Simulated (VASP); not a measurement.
# C in VASP: further runs, part 2 of 2

VASP 6.6.1. Earlier steps stand in the parts before.

## (4) Single point, LDA

Input file INCAR:

```
PREC = Accurate
ENCUT = 1300
EDIFF = 1E-6
ISMEAR = 0
SIGMA = 0.05
LREAL = False
LASPH = True
NELM = 120
ALGO = Normal
ISIF = 2
LWAVE = False
LCHARG = False
NBANDS = 11
GGA_COMPAT = False
```

Input file KPOINTS:

```
regular mesh
0
Gamma
  12 12 12
```

Input file POSCAR:

```
C
1.0
    0.0000000000      1.7701845319      1.8893740141
    1.6377517739      0.0000000000      1.8893740141
    1.6377517739      1.7701845319      0.0000000000
C
2
Direct
    0.5000000000      0.5000000000      0.5000000000
    0.7500000000      0.7500000000      0.7500000000
```

Potentials or basis: VASP PAW LDA potentials, release 64 (C_h).

Command:

```
$ cat potpaw_LDA.64/C_h/POTCAR > POTCAR
$ mpirun -np 1 vasp_std > vasp.out
```

OUTCAR:

```text
PREC = Accurate
   ENCUT = 1300
   EDIFF = 1E-6
   ISMEAR = 0
   LREAL = False
   LASPH = True
   NELM = 120
   ISIF = 2

 ion  position               nearest neighbor table
   1  0.500  0.500  0.500-
   2  0.750  0.750  0.750-

  LATTYP: Found a face centered orthorhombic cell.
 ALAT       =     3.2755035478
 B/A-ratio  =     1.0808625337
 C/A-ratio  =     1.1536388140

  Lattice vectors:

 A1 = (   0.0000000000,   1.7701845319,   1.8893740141)
 A2 = (   1.6377517739,   0.0000000000,   1.8893740141)
 A3 = (   1.6377517739,   1.7701845319,   0.0000000000)

[... 514 lines left out ...]
      8      27.1048      0.00000
      9      31.8254      0.00000
     10      35.6847      0.00000
     11      36.5763      0.00000

 [... further k-points ...]
[... 5 lines left out ...]
  --------------------------------------------------------------------------------------
  -------------------------------------------------------------------------------------
  Total        4.6586432      0.6585912     -4.5669463      0.0000000      0.0000000      0.0000000
  in kB      681.3268109     96.3189998   -667.9161334      0.0000000      0.0000000      0.0000000
  external PRESSURE =      36.5765591 kB  Pullay stress =       0.0000000 kB

 VOLUME and BASIS-vectors are now :
 -----------------------------------------------------------------------------
  energy-cutoff  :     1300.00
  volume of cell :       10.96
      direct lattice vectors                 reciprocal lattice vectors
     0.000000000  1.770184532  1.889374014    -0.305296571  0.282456428  0.264637915
     1.637751774  0.000000000  1.889374014     0.305296571 -0.282456428  0.264637915
     1.637751774  1.770184532  0.000000000     0.305296571  0.282456428 -0.264637915

 POSITION                                       TOTAL-FORCE (eV/Angst)
 -----------------------------------------------------------------------------------
      1.63775      1.77018      1.88937         0.000000     -0.000000     -0.000000
      2.45663      2.65528      2.83406        -0.000000      0.000000      0.000000
 -----------------------------------------------------------------------------------
    total drift:                                0.000000     -0.000000     -0.000000

  FREE ENERGIE OF THE ION-ELECTRON SYSTEM (eV)
  ---------------------------------------------------
  free  energy   TOTEN  =       -19.9353107584 eV

  energy  without entropy=      -19.9353107584  energy(sigma->0) =      -19.93531076
```

OSZICAR:

```text
N       E                     dE             d eps       ncg     rms          rms(c)
DAV:   1     0.194821139505E+02    0.19482E+02   -0.81771E+03  6160   0.147E+03
DAV:   2    -0.193509811053E+02   -0.38833E+02   -0.36629E+02  8477   0.203E+02
DAV:   3    -0.207443703065E+02   -0.13934E+01   -0.13881E+01  7438   0.315E+01
DAV:   4    -0.207485284178E+02   -0.41581E-02   -0.41578E-02  6635   0.190E+00
DAV:   5    -0.207485335715E+02   -0.51537E-05   -0.51536E-05  7205   0.706E-02    0.506E+00
DAV:   6    -0.201476570014E+02    0.60088E+00   -0.31696E-01  6470   0.398E+00    0.270E+00
DAV:   7    -0.199354114728E+02    0.21225E+00   -0.37940E-01  6792   0.431E+00    0.356E-01
DAV:   8    -0.199353243330E+02    0.87140E-04   -0.87578E-03  6646   0.903E-01    0.297E-02
DAV:   9    -0.199353097511E+02    0.14582E-04   -0.40919E-05  7071   0.550E-02    0.142E-02
DAV:  10    -0.199353108452E+02   -0.10941E-05   -0.33990E-06  6772   0.172E-02    0.301E-03
DAV:  11    -0.199353107584E+02    0.86810E-07   -0.16414E-07  3476   0.400E-03
   1 F= -.19935311E+02 E0= -.19935311E+02  d E =-.241024E-30
```

stdout:

```text
POSCAR found type information on POSCAR C
 POSCAR found :  1 types and       2 ions
 scaLAPACK will be used
 LDA part: xc-table for (Slater(with rela. corr.)+CA(PZ))
 , standard interpolation
 POSCAR, INCAR and KPOINTS ok, starting setup
 FFT: planning ... GRIDC
 FFT: planning ... GRID_SOFT
 FFT: planning ... GRID
 WAVECAR not read
 entering main loop
```

Run time: 70 s. Hardware: 1 thread of AMD EPYC 7R13 (Zen 3), shared host; peak memory 0.19 GiB.

What came out:

* Free energy: -19.9353 eV
* Pressure: 3.7 GPa
* Band gap on the k mesh: 1.47 eV (least direct gap 3.85 eV)

Caveat: the cell differs from its parent crystal (strain +e along x and -e along y -0.0375, strain +e along z and -e/2 along x and y +0.0700); the stress differs along the axes, from -67 to 68 GPa. A k mesh can miss the band edges.

## (5) Single point, LDA

Input file INCAR:

```
SYSTEM = C
PREC     = Accurate       ! precision mode
ENCUT    = 1300           ! plane-wave cutoff, eV
EDIFF    = 1E-6           ! SCF threshold, eV
ISMEAR   = 0              ! smearing method
SIGMA    = 0.05           ! smearing width, eV
LREAL    = .FALSE.        ! projectors in reciprocal space
LASPH    = .TRUE.         ! aspherical terms in the spheres
NELM     = 120            ! most SCF steps
ALGO     = Normal         ! electronic algorithm
ISIF     = 2              ! what is computed and relaxed
LWAVE    = .FALSE.        ! write WAVECAR
LCHARG   = .FALSE.        ! write CHGCAR
GGA      = CA             ! functional
NBANDS   = 11             ! bands
GGA_COMPAT= .FALSE.
```

Input file KPOINTS:

```
regular mesh
0
G
  12 12 12
  0 0 0
```

Input file POSCAR:

```
C
1.0
    0.0000000000      1.9688336689      1.8893740141
    1.4391026369      0.0000000000      1.8893740141
    1.4391026369      1.9688336689      0.0000000000
C
2
Direct
    0.5000000000      0.5000000000      0.5000000000
    0.7500000000      0.7500000000      0.7500000000
```

Command:

```
$ cat potpaw_LDA.64/C_h/POTCAR > POTCAR
$ mpirun -np 1 vasp_std > vasp.out
```

Wall time 35 s (1 thread of AMD EPYC 9R45 (Zen 5), shared host); peak memory 0.18 GiB.

Results (log left out):

```
Free energy            : -18.7402 eV
Pressure               : 14.5 GPa
Band gap on the k mesh : zero (bands 4 and 5 overlap by 2.62 eV)
```

Stress tensor (GPa, compression positive):
```
140.66   0.00   0.00
  0.00 -79.93   0.00
  0.00   0.00 -17.30
```

Levels at points of the mesh, in eV from the Fermi level:
| k point | band 1 | band 2 | band 3 | band 4 | band 5 | band 6 | band 7 | band 8 | band 9 |
| --- | --- | --- | --- | --- | --- | --- | --- | --- | --- |
| (0.00, 0.00, 0.00) | -22.80 | -2.42 | -1.33 | 1.62 | 3.54 | 6.84 | 7.34 | 13.11 | 19.38 |
| (0.50, 0.00, 0.00) | -16.21 | -14.44 | -5.68 | -1.84 | 3.86 | 6.51 | 12.09 | 16.07 | 22.57 |
| (0.50, 0.50, 0.00) | -14.81 | -14.81 | -5.35 | -5.35 | 6.95 | 6.95 | 12.80 | 12.80 | 19.27 |
| (0.50, 0.00, 0.50) | -15.43 | -15.43 | -4.77 | -4.77 | 7.86 | 7.86 | 13.36 | 13.36 | 19.52 |
| (0.00, 0.50, 0.50) | -10.17 | -10.17 | -9.82 | -9.82 | -0.01 | -0.01 | 16.99 | 16.99 | 24.76 |

Caveat: the cell differs from its parent crystal (strain +e along x and -e along y -0.1500, strain +e along z and -e/2 along x and y +0.0700); the stress differs along the axes, from -80 to 141 GPa.

## (6) Single point, LDA

Input file INCAR:

```
PREC = Accurate
ENCUT = 1300
EDIFF = 1E-6
ISMEAR = 0
SIGMA = 0.05
LREAL = False
LASPH = True
NELM = 120
ALGO = Normal
ISIF = 2
LWAVE = False
LCHARG = False
NBANDS = 11
GGA_COMPAT = False
```

Input file KPOINTS:

```
regular mesh
0
Gamma
  12 12 12
```

Input file POSCAR:

```
C
1.0
    0.0000000000      1.9600048183      1.6421661991
    1.6951393023      0.0000000000      1.6421661991
    1.6951393023      1.9600048183      0.0000000000
C
2
Direct
    0.5000000000      0.5000000000      0.5000000000
    0.7500000000      0.7500000000      0.7500000000
```

Potentials or basis: VASP PAW LDA potentials, release 64 (C_h).

Command:

```
$ cat potpaw_LDA.64/C_h/POTCAR > POTCAR
$ mpirun -np 1 vasp_std > vasp.out
```

Wall time 64 s (1 thread of Intel Xeon Platinum 8488C (Sapphire Rapids), shared host); peak memory 0.22 GiB.

The run converged. Its results:

* Free energy: -19.6265 eV
* Pressure: 6.0 GPa
* Band gap on the k mesh: 1.59 eV (least direct gap 3.91 eV)

Stress tensor (GPa, compression positive):
```
  55.38    0.00    0.00
   0.00 -112.93    0.00
   0.00    0.00   75.69
```

Levels at points of the mesh, in eV from the valence-band top:
| k point | band 1 | band 2 | band 3 | band 4 | band 5 | band 6 | band 7 | band 8 | band 9 |
| --- | --- | --- | --- | --- | --- | --- | --- | --- | --- |
| (0.00, 0.00, 0.00) | -23.00 | -3.10 | -0.32 | 0.00 | 3.91 | 4.30 | 6.08 | 12.46 | 18.68 |
| (0.50, 0.00, 0.00) | -16.82 | -14.87 | -5.61 | -2.32 | 4.31 | 8.01 | 10.84 | 14.75 | 20.42 |
| (0.50, 0.50, 0.00) | -12.81 | -12.81 | -8.52 | -8.52 | 2.16 | 2.16 | 15.21 | 15.21 | 22.19 |
| (0.50, 0.00, 0.50) | -15.65 | -15.65 | -5.86 | -5.86 | 6.34 | 6.34 | 15.17 | 15.17 | 20.47 |
| (0.00, 0.50, 0.50) | -13.35 | -13.35 | -8.01 | -8.01 | 2.97 | 2.97 | 14.69 | 14.69 | 21.49 |

Caveat: the cell differs from its parent crystal (strain +e along x and -e along y -0.0750, strain +e along z and -e/2 along x and y -0.0700); the stress differs along the axes, from -113 to 76 GPa. A k mesh can miss the band edges.

## (7) The runs side by side

```csv
cell,gap on the mesh (eV),pressure (GPa)
"a = 2.681, b = 2.416, c = 2.426 Å, angles 67.3, 56.2, 56.6°, 2 atoms",none,9.4
"a = 2.466, b = 2.466, c = 2.563 Å, angles 58.7, 58.7, 62.6°, 2 atoms",2.21,2.1
"a = 2.589, b = 2.500, c = 2.412 Å, angles 63.6, 59.9, 56.5°, 2 atoms",1.47,3.7
"a = 2.729, b = 2.375, c = 2.439 Å, angles 69.0, 54.4, 56.6°, 2 atoms",none,14.5
"a = 2.557, b = 2.360, c = 2.591 Å, angles 62.0, 54.6, 63.5°, 2 atoms",1.59,6.0
```

Alike in all rows: task single point; level LDA; potentials or basis VASP PAW LDA potentials, release 64 (C_h); no spin polarisation; k mesh 12 × 12 × 12; cutoff (eV) 1300; smearing gaussian 0.05 eV.

Caveats: the stress differs along the axes, from -51 to 120 GPa (at least some runs); the stress differs along the axes, from -21 to 49 GPa (at least some runs); the stress differs along the axes, from -67 to 68 GPa (at least some runs); the stress differs along the axes, from -80 to 141 GPa (at least some runs); the stress differs along the axes, from -113 to 76 GPa (at least some runs).

Absolute energies hang on the potentials; compare differences alone.
